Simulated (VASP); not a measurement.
# Tl in VASP: single point with HSE06

Aim: the single point of Tl with HSE06.

Everything below comes from runs of VASP 6.6.1. Logs are shortened: lines on timing, memory, paths and dates and some standing lists are left out, and cuts for length are marked.

## 1. The cell of the first run

The cell holds a single atom in a box, 1 atom: a = 14.000 Å, b = 14.400 Å, c = 14.800 Å, α = 90.00°, β = 90.00°, γ = 90.00°.

## 2. Single point, HSE06, collinear spin

The input, POSCAR:

```
Tl
1.0
   14.0000000000      0.0000000000      0.0000000000
    0.0000000000     14.4000000000      0.0000000000
    0.0000000000      0.0000000000     14.8000000000
Tl
1
Direct
    0.5000000000      0.5000000000      0.5000000000
```

The input, INCAR.step1:

```
SYSTEM = Tl
PREC = Accurate
ENCUT = 520
EDIFF = 1E-5
ISMEAR = -1
SIGMA = 0.01
LREAL = .FALSE.
LASPH = .TRUE.
NELM = 150
ALGO = Normal
ISIF = 2
LWAVE = .TRUE.
LCHARG = .FALSE.
ISPIN = 2
MAGMOM = 0.999
LORBIT = 11
NBANDS = 16
GGA = PE
ISYM = 0
```

The input, INCAR.step2:

```
SYSTEM = Tl
PREC = Accurate
ENCUT = 520
EDIFF = 1E-6
ISMEAR = -1
SIGMA = 0.01
LREAL = .FALSE.
LASPH = .TRUE.
NELM = 150
ALGO = Normal
ISIF = 2
LWAVE = .FALSE.
LCHARG = .FALSE.
ISPIN = 2
MAGMOM = 0.999
LORBIT = 11
GGA = PE
LHFCALC = .TRUE.
HFSCREEN = 0.2079
PRECFOCK = Normal
NBANDS = 16
ISTART = 1
ISYM = 0
```

The input, KPOINTS:

```
regular mesh
0
G
  1 1 1
  0 0 0
```

Potentials or basis: VASP PAW PBE potentials, release 64 (Tl_d).

Run with:

```
$ cat potpaw_PBE.64/Tl_d/POTCAR > POTCAR
$ cp INCAR.step1 INCAR
$ mpirun -np 1 vasp_gam > vasp.out
$ cp INCAR.step2 INCAR
$ mpirun -np 1 vasp_gam > vasp.out
```

OUTCAR:

```text
SYSTEM = Tl
   PREC = Accurate
   ENCUT = 520
   EDIFF = 1E-6
   ISMEAR = -1
   LREAL = .FALSE.
   LASPH = .TRUE.
   NELM = 150
   ISIF = 2
   ISPIN = 2
   LORBIT = 11
   GGA = PE
   LHFCALC = .TRUE.
   HFSCREEN = 0.2079
   PRECFOCK = Normal
   ISTART = 1
   ISYM = 0

 ion  position               nearest neighbor table
   1  0.500  0.500  0.500-

IMPORTANT INFORMATION: All symmetrisations will be switched off!
NOSYMM: (Re-)initialisation of all symmetry stuff for point group C_1.

----------------------------------------------------------------------------------------

                                     Primitive cell

  volume of cell :    2983.6800

  direct lattice vectors                    reciprocal lattice vectors
    14.000000000  0.000000000  0.000000000     0.071428571  0.000000000  0.000000000
     0.000000000 14.400000000  0.000000000     0.000000000  0.069444444  0.000000000
     0.000000000  0.000000000 14.800000000     0.000000000  0.000000000  0.067567568

  length of vectors
    14.000000000 14.400000000 14.800000000     0.071428571  0.069444444  0.067567568

  position of ions in fractional coordinates (direct lattice)
     0.500000000  0.500000000  0.500000000

  ion indices of the primitive-cell ions
   primitive index   ion index
                 1           1

----------------------------------------------------------------------------------------

 KPOINTS: regular mesh

Automatic generation of k-mesh.
 Grid dimensions read from file:
 generate k-points for:    1    1    1

 Generating k-lattice:

  Cartesian coordinates                     Fractional coordinates (reciprocal lattice)
     0.071428571  0.000000000  0.000000000     1.000000000  0.000000000  0.000000000
     0.000000000  0.069444444  0.000000000     0.000000000  1.000000000  0.000000000
     0.000000000  0.000000000  0.067567568     0.000000000  0.000000000  1.000000000

  Length of vectors
     0.071428571  0.069444444  0.067567568

  Shift w.r.t. Gamma in fractional coordinates (k-lattice)
     0.000000000  0.000000000  0.000000000

 Subroutine IBZKPT returns following result:
 ===========================================

 Found      1 irreducible k-points:

 Following reciprocal coordinates:
            Coordinates               Weight
  0.000000  0.000000  0.000000      1.000000
   k-points           NKPTS =      1   k-points in BZ     NKDIM =      1   number of bands    NBANDS=     16
   number of dos      NEDOS =    301   number of ions     NIONS =      1
   total plane-waves  NPLWV = ******
   dimension x,y,z NGX =   108 NGY =  108 NGZ =  112
   dimension x,y,z NGXF=   216 NGYF=  216 NGZF=  224
   ions per type =               1
   NGX,Y,Z   is equivalent  to a cutoff of  12.82, 12.47, 12.58 a.u.
   NGXF,Y,Z  is equivalent  to a cutoff of  25.65, 24.94, 25.16 a.u.
 SYSTEM =  Tl
   PREC   = accura    normal or accurate (medium, high low for compatibility)
   ISTART =      1    job   : 0-new  1-cont  2-samecut
   ICHARG =      0    charge: 1-file 2-atom 10-const
   ISPIN  =      2    spin polarized calculation?
   LNONCOLLINEAR =      F non collinear calculations
   LSORBIT =      F    spin-orbit coupling
   LASPH  =      T    aspherical Exc in radial PAW
   ENCUT  =  520.0 eV  38.22 Ry    6.18 a.u.  26.03 26.77 27.52*2*pi/ulx,y,z
   NELM   =    150;   NELMIN=  2; NELMDL=  0     # of ELM steps
   EDIFF  = 0.1E-05   stopping-criterion for ELM
   LREAL  =      F    real-space projection
   EDIFFG = 0.1E-04   stopping-criterion for IOM
   NSW    =      0    number of steps for IOM
   IBRION =     -1    ionic relax: 0-MD 1-quasi-New 2-CG
   NFREE  =      0    steps in history (QN), initial steepest desc. (CG)
   ISIF   =      2    stress and relaxation
   ISYM   =      0    0-nonsym 1-usesym 2-fastsym
   POTIM  = 0.5000    time-step for ionic-motion
   TEBEG  =    0.0;   TEEND  =   0.0 temperature during run
   PSTRESS=    0.0 pullay stress
   NELECT =      13.0000    total number of electrons
   NUPDOWN=      -1.0000    fix difference up-down
   EMIN   =  10.00;   EMAX   =-10.00  energy-range for DOS
   EFERMI =   0.00;   METHOD = LEGACY
   ISMEAR =    -1;   SIGMA  =   0.01  broadening in eV -4-tet -1-fermi 0-gaus
   EFERMI_NEDOS =   21; number of points for ismear=-14 and -15
   IALGO  =     38    algorithm
   IMIX   =      1    mixing-type and parameters
     AMIX     =   0.40;   BMIX     =  1.00
     AMIX_MAG =   1.60;   BMIX_MAG =  1.00
  volume/ion in A,a.u.               =    2983.68     20134.87
  Fermi-wavevector in a.u.,A,eV,Ry     =   0.267386  0.505286  0.972752  0.071495
  Thomas-Fermi vector in A             =   1.102613
   LORBIT       =     11    0 simple, 1 ext, 2 COOP (PROOUT), +10 PAW based schemes
   GGA     = PE    functional components
   LHFCALC =     T    Hartree Fock is set to
   PRECFOCK=normal    Normal, Fast or Accurate (Low or Medium for compatibility)
   ENCUT4O =  -1.0   cutoff for four orbital integrals eV
   NKREDX  =     1    reduce k-point grid by
   NKREDY  =     1    reduce k-point grid by
   NKREDZ  =     1    reduce k-point grid by
   AEXX    =    0.2500 exact exchange contribution
   HFSCREEN=    0.2079 screening length (either q_TF or 0.3 A-1)
   HFSCREENC=   0.2079 screening length for correlation (either q_TF or 0.3 A-1)
   ENCUTFOCK=  -1.0 apply spherical cutoff to Coloumb kernel
   IVDW    =     0    specifies the selected vdW correction
   LEPSILON=     F    determine dielectric tensor
   LRPA    =     F    only Hartree local field effects (RPA)
 spin polarized calculation
  energy-cutoff  :      520.00
  volume of cell :     2983.68
 maximum number of plane-waves:     40220
 NGX is ok and might be reduce to   108
  NGX = 80; NGY = 84; NGZ = 84

 number of electron      13.0000001 magnetization       1.0000000

 Free energy of the ion-electron system (eV)
  ---------------------------------------------------
  ext. energy  EPLUGINS =         0.00000000
  ---------------------------------------------------
  free energy    TOTEN  =        -0.55099568 eV

  energy without entropy =       -0.55099568  energy(sigma->0) =       -0.55099568

 E-fermi :  -2.6278     XC(G=0):  -0.3740

 val. band max:       -2.9130585998   @ k =   0.0000   0.0000   0.0000
 cond. band min:      -2.0265638698   @ k =   0.0000   0.0000   0.0000
 fundamental gap:      0.8864947300
 Fermi energy:        -2.6277741421

 spin component 1

 k-point     1 :       0.0000    0.0000    0.0000
  band No.  band energies     occupation
      1     -17.2075      1.00000
      2     -17.2074      1.00000
      3     -16.9919      1.00000
      4     -16.9919      1.00000
      5     -16.9122      1.00000
      6     -10.1972      1.00000
[... 8 lines left out ...]
     15       0.5511      0.00000
     16       0.5996      0.00000
 Fermi energy:        -2.6277741421

 spin component 2

 k-point     1 :       0.0000    0.0000    0.0000
  band No.  band energies     occupation
      1     -17.1969      1.00000
      2     -17.1969      1.00000
      3     -16.8746      1.00000
      4     -16.8746      1.00000
      5     -16.7822      1.00000
      6      -9.5493      1.00000
[... 8 lines left out ...]
     15       0.7715      0.00000
     16       0.9164      0.00000

------------------------ aborting loop because EDIFF is reached ----------------------------------------

  FORCE on cell =-STRESS in cart. coord.  units (eV):
  Direction    XX          YY          ZZ          XY          YZ          ZX
  --------------------------------------------------------------------------------------
  -------------------------------------------------------------------------------------
  Total        0.0071339     -0.0257108     -0.0261256     -0.0232853      0.0088055      0.0241440
  in kB        0.0038308     -0.0138062     -0.0140289     -0.0125037      0.0047284      0.0129649
  external PRESSURE =      -0.0080015 kB  Pullay stress =       0.0000000 kB

 VOLUME and BASIS-vectors are now :
 -----------------------------------------------------------------------------
  energy-cutoff  :      520.00
  volume of cell :     2983.68
      direct lattice vectors                 reciprocal lattice vectors
    14.000000000  0.000000000  0.000000000     0.071428571  0.000000000  0.000000000
     0.000000000 14.400000000  0.000000000     0.000000000  0.069444444  0.000000000
     0.000000000  0.000000000 14.800000000     0.000000000  0.000000000  0.067567568

 POSITION                                       TOTAL-FORCE (eV/Angst)
 -----------------------------------------------------------------------------------
      7.00000      7.20000      7.40000        -0.000000      0.000000     -0.000000
 -----------------------------------------------------------------------------------
    total drift:                               -0.000000      0.000000     -0.000000

  FREE ENERGIE OF THE ION-ELECTRON SYSTEM (eV)
  ---------------------------------------------------
  free  energy   TOTEN  =        -0.5509956819 eV

  energy  without entropy=       -0.5509956819  energy(sigma->0) =       -0.55099568

 total charge

# of ion       s       p       d       tot
------------------------------------------
    1        1.270   0.233   9.664  11.167

 magnetization (x)

# of ion       s       p       d       tot
------------------------------------------
    1       -0.009   0.233  -0.007   0.216
```

Wall time 71 min (1 thread of Intel Xeon Platinum 8259CL at 2.50GHz (Skylake/Cascade Lake), shared host); peak memory 2.9 GiB.

Results:

```yaml
Free_energy: -0.5510 eV
Pressure: 0.0 GPa
Band_gap_on_the_k_mesh: 0.89 eV
Net_moment: 1.00 μB per cell
Site_moments: Tl +0.22 μB
Valence_electrons_inside_the_program's_atomic_spheres: Tl 11.17
```

Levels at points of the mesh, in eV from the valence-band top:
Spin up:
| k point | band 3 | band 4 | band 5 | band 6 | band 7 | band 8 | band 9 | band 10 | band 11 | band 12 |
| --- | --- | --- | --- | --- | --- | --- | --- | --- | --- | --- |
| (0.00, 0.00, 0.00) | -14.08 | -14.08 | -14.00 | -7.28 | 0.00 | 0.89 | 0.89 | 2.51 | 3.33 | 3.44 |
Spin down:
```csv
k point,band 3,band 4,band 5,band 6,band 7,band 8,band 9,band 10
"(0.00, 0.00, 0.00)",-13.96,-13.96,-13.87,-6.64,1.22,1.22,1.79,2.87
```

Caveat: the PAW data sets were made with another functional, which shifts forces and pressure a little; spin-orbit coupling is left out, which moves the levels of the heavy elements.
